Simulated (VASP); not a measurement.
# Os (P6_3/mmc) in VASP: notebook, part 2 of 2

VASP 6.6.1. The steps go on from the part before.

## 4. Single point, r2SCAN

This run uses another cell than the first one, of 13.14 Å³/atom.

POSCAR reads:

```
Os
1.0
    2.6782863798      0.0000000000      0.0000000000
   -1.3391431899      2.3194640436      0.0000000000
    0.0000000000      0.0000000000      4.2315181138
Os
2
Direct
    0.6666666667      0.3333333333      0.7500000000
    0.3333333333      0.6666666667      0.2500000000
```

INCAR.step1 reads:

```
SYSTEM = Os
PREC = Accurate
ENCUT = 520
ISMEAR = -1
SIGMA = 0.05
LREAL = .False.
LASPH = .True.
NELM = 80
NBANDS = 15
GGA = PE
ALGO = Normal
EDIFF = 1E-4
LWAVE = .True.
LCHARG = .False.
```

INCAR.step2 reads:

```
SYSTEM = Os
PREC = Accurate
ENCUT = 520
EDIFF = 1E-6
ISMEAR = -1
SIGMA = 0.05
LREAL = .False.
LASPH = .True.
NELM = 80
ALGO = Normal
ISIF = 2
LWAVE = .False.
LCHARG = .False.
METAGGA = R2SCAN
LMIXTAU = .True.
NBANDS = 15
ISTART = 1
```

KPOINTS reads:

```
regular mesh
0
Gamma
  11 11 6
  0 0 0
```

Potentials or basis: VASP PAW PBE potentials, release 64 (Os).

Started as:

```console
$ cat potpaw_PBE.64/Os/POTCAR > POTCAR
$ cp INCAR.step1 INCAR
$ mpirun -np 1 vasp_std > vasp.out
$ cp INCAR.step2 INCAR
$ mpirun -np 1 vasp_std > vasp.out
```

OUTCAR:

```text
SYSTEM = Os
   PREC = Accurate
   ENCUT = 520
   EDIFF = 1E-6
   ISMEAR = -1
   LREAL = .False.
   LASPH = .True.
   NELM = 80
   ISIF = 2
   METAGGA = R2SCAN
   ISTART = 1

 ion  position               nearest neighbor table
   1  0.667  0.333  0.750-   2 2.62   2 2.62   2 2.62   2 2.62   2 2.62   2 2.62
   2  0.333  0.667  0.250-   1 2.62   1 2.62   1 2.62   1 2.62   1 2.62   1 2.62

  LATTYP: Found a hexagonal cell.
 ALAT       =     2.6782863798
 C/A-ratio  =     1.5799348963

  Lattice vectors:

 A1 = (   2.6782863798,   0.0000000000,   0.0000000000)
 A2 = (  -1.3391431899,   2.3194640436,   0.0000000000)
 A3 = (   0.0000000000,   0.0000000000,   4.2315181138)

Analysis of symmetry for initial positions (statically):
=====================================================================
 Subroutine PRICEL returns:
 Original cell was already a primitive cell.

 Routine SETGRP: Setting up the symmetry group for a
 hexagonal supercell.

 Subroutine GETGRP returns: Found 24 space group operations
 (whereof 12 operations were pure point group operations)
 out of a pool of 24 trial point group operations.

The static configuration has the point symmetry D_3d.
 The point group associated with its full space group is D_6h.

Analysis of symmetry for dynamics (positions and initial velocities):
=====================================================================
 Subroutine PRICEL returns:
 Original cell was already a primitive cell.

 Routine SETGRP: Setting up the symmetry group for a
 hexagonal supercell.

 Subroutine GETGRP returns: Found 24 space group operations
 (whereof 12 operations were pure point group operations)
 out of a pool of 24 trial point group operations.

The dynamic configuration has the point symmetry D_3d.
 The point group associated with its full space group is D_6h.

 Subroutine INISYM returns: Found 24 space group operations
 (whereof 12 operations are pure point group operations),
 and found     1 'primitive' translations
[... 122 lines left out ...]
   AEXX    =    0.0000 exact exchange contribution
   IVDW    =     0    specifies the selected vdW correction
   LEPSILON=     F    determine dielectric tensor
   LRPA    =     F    only Hartree local field effects (RPA)
 non-spin polarized calculation
  energy-cutoff  :      520.00
  volume of cell :       26.29
 maximum number of plane-waves:       722
 NGX is ok and might be reduce to    20
   NGX =  9   NGY =  9   NGZ = 15

 number of electron      16.0000001 magnetization

 Free energy of the ion-electron system (eV)
  ---------------------------------------------------
  ext. energy  EPLUGINS =         0.00000000
  ---------------------------------------------------
  free energy    TOTEN  =      -105.81522945 eV

  energy without entropy =     -105.80401735  energy(sigma->0) =     -105.80962340

 E-fermi :  10.1874     XC(G=0): -15.8042

 val. band max:       10.1668337610   @ k =   0.0909   0.0000   0.3333
 cond. band min:      10.2490017327   @ k =   0.3636   0.0909   0.3333
 fundamental gap:      0.0821679717
 Fermi energy:        10.1873980503

 k-point     1 :       0.0000    0.0000    0.0000
  band No.  band energies     occupation
      1      -1.7816      2.00000
      2       1.4644      2.00000
      3       6.7575      2.00000
      4       6.7575      2.00000
      5       7.0533      2.00000
      6       7.7210      2.00000
      7       7.7210      2.00000
      8       8.4507      2.00000
      9       8.4507      2.00000
     10      10.2699      0.32194
     11      12.1622      0.00000
     12      12.1622      0.00000
     13      20.6064      0.00000
     14      24.9688      0.00000
[... 401 lines left out ...]
      2       3.2526      2.00000
      3       4.8206      2.00000
      4       5.0582      2.00000
      5       6.4638      2.00000
      6       7.1751      2.00000
      7       7.8520      2.00000
      8       8.9286      2.00000
      9       9.6210      1.99998
     10      10.0600      1.85500
     11      12.6822      0.00000
     12      16.5543      0.00000
     13      22.0524      0.00000
     14      26.8645      0.00000
     15      27.8643      0.00000

 [... further k-points ...]

------------------------ aborting loop because EDIFF is reached ----------------------------------------

  FORCE on cell =-STRESS in cart. coord.  units (eV):
  Direction    XX          YY          ZZ          XY          YZ          ZX
  --------------------------------------------------------------------------------------
  -------------------------------------------------------------------------------------
  Total        5.5150632      5.5150632      5.7645216     -0.0000000      0.0000000      0.0000000
  in kB      336.1400132    336.1400132    351.3443655     -0.0000000      0.0000000      0.0000000
  external PRESSURE =     341.2081306 kB  Pullay stress =       0.0000000 kB

 VOLUME and BASIS-vectors are now :
 -----------------------------------------------------------------------------
  energy-cutoff  :      520.00
  volume of cell :       26.29
      direct lattice vectors                 reciprocal lattice vectors
     2.678286380  0.000000000  0.000000000     0.373373067  0.215567041  0.000000000
    -1.339143190  2.319464044  0.000000000     0.000000000  0.431134081  0.000000000
     0.000000000  0.000000000  4.231518114     0.000000000  0.000000000  0.236321805

 POSITION                                       TOTAL-FORCE (eV/Angst)
 -----------------------------------------------------------------------------------
      1.33914      0.77315      3.17364         0.000000      0.000000      0.000000
     -0.00000      1.54631      1.05788        -0.000000      0.000000      0.000000
 -----------------------------------------------------------------------------------
    total drift:                                0.000000     -0.000000     -0.000000

  FREE ENERGIE OF THE ION-ELECTRON SYSTEM (eV)
  ---------------------------------------------------
  free  energy   TOTEN  =      -105.8152294491 eV

  energy  without entropy=     -105.8040173509  energy(sigma->0) =     -105.80962340
```

OUTCAR.step1:

```text
SYSTEM = Os
   PREC = Accurate
   ENCUT = 520
   ISMEAR = -1
   LREAL = .False.
   LASPH = .True.
[... 656 lines left out ...]
      1.33914      0.77315      3.17364        -0.000000      0.000000      0.000000
     -0.00000      1.54631      1.05788         0.000000     -0.000000      0.000000
 -----------------------------------------------------------------------------------
    total drift:                                0.000000     -0.000000     -0.000000

  FREE ENERGIE OF THE ION-ELECTRON SYSTEM (eV)
  ---------------------------------------------------
  free  energy   TOTEN  =       -22.2207745730 eV

  energy  without entropy=      -22.2088894097  energy(sigma->0) =      -22.21483199
```

OSZICAR.step1:

```text
N       E                     dE             d eps       ncg     rms          rms(c)
DAV:   1     0.110131651709E+03    0.11013E+03   -0.75298E+03  1920   0.103E+03
DAV:   2    -0.188620192696E+02   -0.12899E+03   -0.11266E+03  1962   0.338E+02
DAV:   3    -0.234994776312E+02   -0.46375E+01   -0.45205E+01  2585   0.577E+01
DAV:   4    -0.235288571079E+02   -0.29379E-01   -0.29339E-01  2144   0.473E+00
DAV:   5    -0.235290117054E+02   -0.15460E-03   -0.15459E-03  2649   0.324E-01    0.270E+01
DAV:   6    -0.225588151380E+02    0.97020E+00   -0.66304E-01  2445   0.691E+00    0.132E+01
DAV:   7    -0.222282971393E+02    0.33052E+00   -0.56382E-01  2452   0.622E+00    0.647E-01
DAV:   8    -0.222212279635E+02    0.70692E-02   -0.83448E-03  1997   0.751E-01    0.219E-01
DAV:   9    -0.222208023789E+02    0.42558E-03   -0.79967E-04  2536   0.282E-01    0.334E-02
DAV:  10    -0.222207745730E+02    0.27806E-04   -0.13071E-05  1240   0.293E-02
   1 F= -.22220775E+02 E0= -.22214832E+02  d E =-.118852E-01
```

It took 2.4 min on 1 thread of AMD EPYC 7R43 (Zen 3), shared host; peak memory 0.11 GiB.

Results:

```yaml
Free_energy: -105.8152 eV
Pressure: 34.1 GPa
Band_gap_on_the_k_mesh: zero (bands 8 and 9 overlap by 4.47 eV)
```

Stress tensor (GPa, compression positive):
```
33.61  0.00  0.00
 0.00 33.61  0.00
 0.00  0.00 35.13
```

Caveat: the cell stands under pressure; the PAW data sets were made with another functional, which shifts forces and pressure a little; spin-orbit coupling is left out, which moves the levels of the heavy elements.

## 5. Overview

```tsv
level	cell	gap on the mesh (eV)	pressure (GPa)
PBE exchange alone	a = 2.770, b = 2.770, c = 4.377 Å, angles 90.0, 90.0, 120.0°, 2 atoms	none	28.4
PBE exchange alone	a = 2.788, b = 2.788, c = 4.404 Å, angles 90.0, 90.0, 120.0°, 2 atoms	none	20.6
r2SCAN	a = 2.678, b = 2.678, c = 4.232 Å, angles 90.0, 90.0, 120.0°, 2 atoms	none	34.1
```

Alike in all rows: task single point; potentials or basis VASP PAW PBE potentials, release 64 (Os); no spin polarisation; k mesh 11 × 11 × 6; cutoff (eV) 520; smearing fermi-dirac 0.05 eV.

Caveats: the cell stands under pressure; spin-orbit coupling is left out, which moves the levels of the heavy elements; the PAW data sets were made with another functional, which shifts forces and pressure a little (at least some runs).

Absolute energies hang on the potentials; compare differences alone.

The gap in the log of VASP goes by the Fermi energy; the results here count the filled bands.